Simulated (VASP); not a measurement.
Be: single point with LDA

Be:

```
Be
1.0
     1.98791    0.00000    0.00000
     0.00000    1.98791    0.00000
     0.00000    0.00000    1.98791
Be
1
Direct
  0.00000 0.00000 0.00000
```

This cell differs from its parent crystal: volume scaled by 0.8.

```
Program             : VASP 6.6.1
Task                : single point
Functional          : LDA
Potentials or basis : VASP PAW LDA potentials, release 64 (Be)
Cutoff              : 600 eV
k mesh              : 21 × 21 × 21
Occupations         : fermi-dirac, width 0.1 eV
Spin                : no spin polarisation
```

| Property | Result |
| --- | --- |
| Pressure | 26.5 GPa |
| Band gap on the k mesh | zero (band 1 reaches 12.73 eV, above the bottom of band 2 at 5.59 eV) |

Levels at points of the mesh, in eV from the Fermi level:
```csv
k point,band 1,band 2,band 3,band 4,band 5
"(0.00, 0.00, 0.00)",-11.23,16.01,16.01,16.01,22.31
```

It took 2.8 s on 1 thread of Intel(R) Xeon(R) 6975P-C (Granite Rapids), on a shared host, peak memory 0.11 GiB.
